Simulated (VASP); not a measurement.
Input of a VASP 6.6.1 run:

The input INCAR:

```
  PREC = Accurate
  ENCUT = 600
  EDIFF = 1E-6
  ISMEAR = -1
  SIGMA = 0.05
  LREAL = F
  LASPH = T
  NELM = 60
  ALGO = Normal
  ISIF = 8
  LWAVE = F
  LCHARG = F
  GGA = PS
  IBRION = 2
  NSW = 80
  EDIFFG = -0.01
```

Contents of KPOINTS:

```
Automatic mesh
0
Gamma
  7 7 7
```

File POSCAR:

```
TiZn3
1.0
    3.9322000000      0.0000000000      0.0000000000
    0.0000000000      3.9322000000      0.0000000000
    0.0000000000      0.0000000000      3.9322000000
Ti Zn
1 3
Direct
    0.0000000000      0.0000000000      0.0000000000
    0.0000000000      0.5000000000      0.5000000000
    0.5000000000      0.0000000000      0.5000000000
    0.5000000000      0.5000000000      0.0000000000
```

Potentials or basis: VASP PAW PBE potentials, release 64 (Ti_sv, Zn).

Run with:

```sh
$ cat potpaw_PBE.64/Ti_sv/POTCAR potpaw_PBE.64/Zn/POTCAR > POTCAR
$ mpirun -np 1 vasp_std > vasp.out
```

**Question.** Estimate the relaxed volume.

**Answer.** 14.37 Å³/atom.

**Question.** What does it give for the relaxed cell?

**Answer.** a = 3.859 Å, b = 3.859 Å, c = 3.859 Å, α = 90.00°, β = 90.00°, γ = 90.00°.

**Question.** Predict the space group after relaxing (to 0.05 Å).

**Answer.** Pm-3m (No. 221).

The path:
| step | energy change (eV) | largest force (eV/Å) | pressure (GPa) | volume (Å³) |
| --- | --- | --- | --- | --- |
| 1 | 0.0000 | 0.0000 | -5.65 | 60.80 |
| 2 | -0.0515 | 0.0000 | 2.66 | 56.20 |
| 3 | -0.0619 | 0.0000 | -0.01 | 57.47 |

Caveat: the PAW data sets were made with another functional, which shifts forces and pressure a little.
